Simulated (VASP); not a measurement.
# Te2Mo (P-6m2) in VASP: single point with PBE+D3(BJ)

Aim: the single point of Te2Mo with PBE+D3(BJ).

Everything below comes from runs of VASP 6.6.1. Logs are shortened: lines on timing, memory, paths and dates and some standing lists are left out, and cuts for length are marked.

## Step 1: The cell of the first run

Symmetry: P-6m2, No. 187, hexagonal system. Conventional cell: a = 3.497 Å, b = 3.497 Å, c = 21.309 Å, α = 90.00°, β = 90.00°, γ = 120.00°. Te (site symmetry 3m) has 3 Mo at 2.72 Å and 10 Te at 3.50 to 3.79 Å within 3.8 Å. Te (site symmetry 3m) has 3 Mo at 2.72 Å and 7 Te at 3.50 to 3.63 Å within 3.7 Å. Te (site symmetry 3m) has 3 Mo at 2.72 Å and 10 Te at 3.50 to 3.79 Å within 3.8 Å. Mo (site symmetry 3m) has 6 Te at 2.72 Å and 6 Mo at 3.50 Å within 3.6 Å. Within 3.6 Å of Mo (site symmetry -6m2) lie 6 Te at 2.72 Å and 6 Mo at 3.50 Å.

## Step 2: Single point, PBE+D3(BJ)

Input file INCAR:

```
SYSTEM = Te2Mo
  ALGO = Normal
  EDIFF = 1E-6
  ENCUT = 520
  GGA = PE
  ISIF = 2
  ISMEAR = 0
  IVDW = 12
  LASPH = .TRUE.
  LCHARG = .FALSE.
  LREAL = .FALSE.
  LWAVE = .FALSE.
  NBANDS = 49
  NELM = 60
  PREC = Accurate
  SIGMA = 0.02
```

Input file KPOINTS:

```
k-points
0
G
  12 12 2
  0 0 0
```

Input file POSCAR:

```
Te2Mo
1.0
    3.4967736556      0.0000000000      0.0000000000
   -1.7483868278      3.0282948171      0.0000000000
    0.0000000000      0.0000000000     21.3089454066
Te Mo
6 3
Direct
    0.0000000000      0.0000000000      0.9147427392
    0.3333333333      0.6666666667      0.5934947387
    0.3333333333      0.6666666667      0.2359235192
    0.3333333333      0.6666666667      0.7640764808
    0.3333333333      0.6666666667      0.4065052613
    0.0000000000      0.0000000000      0.0852572608
    0.0000000000      0.0000000000      0.6787512305
    0.0000000000      0.0000000000      0.3212487695
    0.3333333333      0.6666666667      0.0000000000
```

Potentials or basis: VASP PAW PBE potentials, release 64 (Te, Mo_sv).

Command:

```sh
$ cat potpaw_PBE.64/Te/POTCAR potpaw_PBE.64/Mo_sv/POTCAR > POTCAR
$ mpirun -np 1 vasp_std > vasp.out
```

OUTCAR:

```text
SYSTEM = Te2Mo
   EDIFF = 1E-6
   ENCUT = 520
   GGA = PE
   ISIF = 2
   ISMEAR = 0
   IVDW = 12
   LASPH = .TRUE.
   LREAL = .FALSE.
   NELM = 60
   PREC = Accurate
 IVDW          = 12

 ion  position               nearest neighbor table
   1  0.000  0.000  0.915-   9 2.72   9 2.72   9 2.72   6 3.63
   2  0.333  0.667  0.593-   7 2.72   7 2.72   7 2.72   4 3.63
   3  0.333  0.667  0.236-   8 2.72   8 2.72   8 2.72   5 3.63
   4  0.333  0.667  0.764-   7 2.72   7 2.72   7 2.72   2 3.63
   5  0.333  0.667  0.407-   8 2.72   8 2.72   8 2.72   3 3.63
   6  0.000  0.000  0.085-   9 2.72   9 2.72   9 2.72   1 3.63
   7  0.000  0.000  0.679-   2 2.72   2 2.72   2 2.72   4 2.72   4 2.72   4 2.72
   8  0.000  0.000  0.321-   5 2.72   5 2.72   5 2.72   3 2.72   3 2.72   3 2.72
   9  0.333  0.667  0.000-   1 2.72   6 2.72   1 2.72   6 2.72   1 2.72   6 2.72

  LATTYP: Found a hexagonal cell.
 ALAT       =     3.4967736556
 C/A-ratio  =     6.0938875390

  Lattice vectors:

 A1 = (   3.4967736556,   0.0000000000,   0.0000000000)
 A2 = (  -1.7483868278,   3.0282948171,   0.0000000000)
 A3 = (   0.0000000000,   0.0000000000,  21.3089454066)

Analysis of symmetry for initial positions (statically):
=====================================================================
 Subroutine PRICEL returns:
 Original cell was already a primitive cell.

 Routine SETGRP: Setting up the symmetry group for a
 hexagonal supercell.

 Subroutine GETGRP returns: Found 12 space group operations
 (whereof 12 operations were pure point group operations)
 out of a pool of 24 trial point group operations.

The static configuration has the point symmetry D_3h.

Analysis of symmetry for dynamics (positions and initial velocities):
=====================================================================
 Subroutine PRICEL returns:
 Original cell was already a primitive cell.

 Routine SETGRP: Setting up the symmetry group for a
 hexagonal supercell.

 Subroutine GETGRP returns: Found 12 space group operations
 (whereof 12 operations were pure point group operations)
 out of a pool of 24 trial point group operations.

The dynamic configuration has the point symmetry D_3h.

 Subroutine INISYM returns: Found 12 space group operations
 (whereof 12 operations are pure point group operations),
 and found     1 'primitive' translations

[... 115 lines left out ...]
   ISYM   =      2    0-nonsym 1-usesym 2-fastsym
   POTIM  = 0.5000    time-step for ionic-motion
   TEBEG  =    0.0;   TEEND  =   0.0 temperature during run
   PSTRESS=    0.0 pullay stress
   NELECT =      78.0000    total number of electrons
   NUPDOWN=      -1.0000    fix difference up-down
   EMIN   =  10.00;   EMAX   =-10.00  energy-range for DOS
   EFERMI =   0.00;   METHOD = LEGACY
   ISMEAR =     0;   SIGMA  =   0.02  broadening in eV -4-tet -1-fermi 0-gaus
   EFERMI_NEDOS =   21; number of points for ismear=-14 and -15
   IALGO  =     38    algorithm
   IMIX   =      4    mixing-type and parameters
     AMIX     =   0.40;   BMIX     =  1.00
     AMIX_MAG =   1.60;   BMIX_MAG =  1.00
  volume/ion in A,a.u.               =      25.07       169.19
  Fermi-wavevector in a.u.,A,eV,Ry     =   1.148939  2.171181 17.960533  1.320062
  Thomas-Fermi vector in A             =   2.285612
   LORBIT       =      0    0 simple, 1 ext, 2 COOP (PROOUT), +10 PAW based schemes
   GGA     = PE    functional components
   LHFCALC =     F    Hartree Fock is set to
   AEXX    =    0.0000 exact exchange contribution
   IVDW    =    12    specifies the selected vdW correction
   LEPSILON=     F    determine dielectric tensor
   LRPA    =     F    only Hartree local field effects (RPA)
 non-spin polarized calculation
 Gauss-broadening in eV      SIGMA  =   0.02
  energy-cutoff  :      520.00
  volume of cell :      225.65
 maximum number of plane-waves:      6152
 NGX is ok and might be reduce to    28
   NGX = 13   NGY = 13   NGZ = 79

 number of electron      78.0000002 magnetization

 Free energy of the ion-electron system (eV)
  ---------------------------------------------------
  ext. energy  EPLUGINS =         0.00000000
  ---------------------------------------------------
  free energy    TOTEN  =       -53.86295078 eV

  energy without entropy =      -53.86295078  energy(sigma->0) =      -53.86295078

 E-fermi :   8.2518     XC(G=0): -10.3810

 val. band max:        8.1539124278   @ k =   0.0000   0.0000   0.5000
 cond. band min:       8.8535760784   @ k =   0.2500   0.1667   0.0000
 fundamental gap:      0.6996636506
 Fermi energy:         8.2518177993

 k-point     1 :       0.0000    0.0000    0.0000
  band No.  band energies     occupation
      1     -52.6881      2.00000
      2     -52.6881      2.00000
      3     -52.6875      2.00000
      4     -26.8684      2.00000
      5     -26.8684      2.00000
      6     -26.8643      2.00000
[... 1237 lines left out ...]
     48      11.2791      0.00000
     49      11.3326      0.00000

 [... further k-points ...]

------------------------ aborting loop because EDIFF is reached ----------------------------------------

 Edisp (eV)   -4.82262

 E8    (eV) :    -2.2234

  FORCE on cell =-STRESS in cart. coord.  units (eV):
  Direction    XX          YY          ZZ          XY          YZ          ZX
  --------------------------------------------------------------------------------------
  -------------------------------------------------------------------------------------
  Total      -0.07909    -0.07909     0.09465    -0.00000     0.00000     0.00000
  in kB      -0.56155    -0.56155     0.67203    -0.00000     0.00000     0.00000
  external pressure =       -0.15 kB  Pullay stress =        0.00 kB

 VOLUME and BASIS-vectors are now :
 -----------------------------------------------------------------------------
  energy-cutoff  :      520.00
  volume of cell :      225.65
      direct lattice vectors                 reciprocal lattice vectors
     3.496773656  0.000000000  0.000000000     0.285977904  0.165109420  0.000000000
    -1.748386828  3.028294817  0.000000000     0.000000000  0.330218839  0.000000000
     0.000000000  0.000000000 21.308945407     0.000000000  0.000000000  0.046928648

 POSITION                                       TOTAL-FORCE (eV/Angst)
 -----------------------------------------------------------------------------------
      0.00000      0.00000     19.49220        -0.000000      0.000000     -0.018488
     -0.00000      2.01886     12.64675        -0.000000      0.000000     -0.017543
     -0.00000      2.01886      5.02728        -0.000000     -0.000000     -0.018213
     -0.00000      2.01886     16.28166        -0.000000     -0.000000      0.018213
     -0.00000      2.01886      8.66220        -0.000000      0.000000      0.017543
      0.00000      0.00000      1.81674        -0.000000      0.000000      0.018488
      0.00000      0.00000     14.46347        -0.000000      0.000000      0.000303
      0.00000      0.00000      6.84547        -0.000000      0.000000     -0.000303
     -0.00000      2.01886      0.00000         0.000000      0.000000      0.000000
 -----------------------------------------------------------------------------------
    total drift:                                0.000000     -0.000000     -0.000000

  FREE ENERGIE OF THE ION-ELECTRON SYSTEM (eV)
  ---------------------------------------------------
  free  energy   TOTEN  =       -58.6855752847 eV

  energy  without entropy=      -58.6855752847  energy(sigma->0) =      -58.68557528
```

Wall time 19 min (1 thread of Intel Xeon 8259CL, shared host); peak memory 0.55 GiB.

What came out:

```yaml
Free_energy: -58.6856 eV
Pressure: 0.0 GPa
Largest_force: 0.018 eV/Å
Band_gap_on_the_k_mesh: 0.70 eV (least direct gap 1.10 eV)
Dispersion_energy_per_atom: -0.536 eV
```

Forces on the atoms (eV/Å):
```
Te   0.000  0.000 -0.018
Te   0.000  0.000 -0.018
Te   0.000  0.000 -0.018
Te   0.000  0.000  0.018
Te   0.000  0.000  0.018
Te   0.000  0.000  0.018
Mo   0.000  0.000  0.000
Mo   0.000  0.000  0.000
Mo   0.000  0.000  0.000
```

Stress tensor (GPa, compression positive):
```
-0.06  0.00  0.00
 0.00 -0.06  0.00
 0.00  0.00  0.07
```

Caveat: spin-orbit coupling is left out, which moves the levels of the heavy elements.
